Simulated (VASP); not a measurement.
Here is a VASP 6.6.1 calculation.

The input INCAR:

```
PREC     = Accurate       # precision mode
ENCUT    = 520            # plane-wave cutoff, eV
EDIFF    = 1E-6           # SCF threshold, eV
ISMEAR   = -1             # smearing method
SIGMA    = 0.05           # smearing width, eV
LREAL    = False          # projectors in reciprocal space
LASPH    = True           # aspherical terms in the spheres
NELM     = 60             # most SCF steps
ALGO     = Normal         # electronic algorithm
ISIF     = 2              # what is computed and relaxed
LWAVE    = False          # write WAVECAR
LCHARG   = False          # write CHGCAR
GGA      = CA             # functional
NBANDS   = 20             # bands
```

The input KPOINTS:

```
regular mesh
0
Gamma
  11 11 11
```

POSCAR

```
MnV
1.0
    3.0644932352      0.0000000000      0.0000000000
    0.0000000000      3.0644932352      0.0000000000
    0.0000000000      0.0000000000      3.0644932352
Mn V
1 1
Direct
    0.0000000000      0.0000000000      0.0000000000
    0.5000000000      0.5000000000      0.5000000000
```

Potentials or basis: VASP PAW LDA potentials, release 64 (Mn_pv, V_sv).

Command:

```bash
$ cat potpaw_LDA.64/Mn_pv/POTCAR potpaw_LDA.64/V_sv/POTCAR > POTCAR
$ mpirun -np 1 vasp_std > vasp.out
```

Problem. What does it give for the band gap on the k mesh?

Solution. Zero (band 13 reaches 8.37 eV, above the bottom of band 14 at 7.70 eV).

Problem. Estimate the pressure.

Solution. -42.0 GPa.

 Spin polarisation is off, so any magnetic state and its effect on volume and gap are missing.
